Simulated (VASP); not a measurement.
Set up this calculation in VASP 6.6.1, as the native input.

```
Task                   : single point
Functional             : LDA
Potentials or basis    : VASP PAW LDA potentials, release 64 (Co, O)
Cutoff                 : 520 eV
k mesh                 : 7 × 7 × 7
Occupations            : gaussian, width 0.05 eV
Spin                   : collinear spin, ferromagnetic start
Starting moments       : [2.48, 2.48, 0.23, 0.23] μB
Fixed moment           : 5.4 μB
Hubbard terms          : Co d U = 2.0 eV, J = 0.9 eV
Dipole correction      : no
LDAUTYPE               : 1
Hund's J               : 0.9
Further INCAR settings : ALGO = Normal; EDIFF = 1e-07; NBANDS = 27
```

The structure of CoO lies in POSCAR:

```
CoO
1.0
    0.0000000000      2.3436418400      2.3436418400
    2.3436418400      0.0000000000      2.3436418400
    4.6872836800      4.6872836800      0.0000000000
Co O
2 2
Direct
    0.0000000000      0.0000000000      0.0000000000
    0.0000000000      0.0000000000      0.5000000000
    0.2500000000      0.2500000000      0.1250000000
    0.2500000000      0.2500000000      0.6250000000
```

One way to write it, as run:

INCAR

```
ALGO = Normal
EDIFF = 1E-7
ENCUT = 520
ISIF = 2
ISMEAR = 0
ISPIN = 2
LASPH = True
LCHARG = False
LDAU = True
LDAUJ = 0.9 0
LDAUL = 2 -1
LDAUPRINT = 1
LDAUTYPE = 1
LDAUU = 2 0
LMAXMIX = 4
LORBIT = 11
LREAL = False
LWAVE = False
MAGMOM = 2.48 2.48 0.23 0.23
NBANDS = 27
NELM = 150
NUPDOWN = 5.4
PREC = Accurate
SIGMA = 0.05
```

KPOINTS

```
k-points
0
Gamma
  7 7 7
```

Potentials or basis: VASP PAW LDA potentials, release 64 (Co, O).

Run with:

```bash
$ cat potpaw_LDA.64/Co/POTCAR potpaw_LDA.64/O/POTCAR > POTCAR
$ mpirun -np 1 vasp_std > vasp.out
```

Results of the run:

| Quantity | Value |
| --- | --- |
| Pressure | -22.5 GPa |
| Net moment | 5.40 μB per cell |
| Site moments | Co +2.39; O +0.20 μB |
| Valence electrons inside the program's atomic spheres | Co 7.84; O 4.91 |

Caveat: the cell stands under tension; the total moment is fixed, so each spin has its own Fermi level.

It took 4.4 min on 1 thread of Intel Xeon 8259CL, with other jobs on the host, peak memory 0.23 GiB.
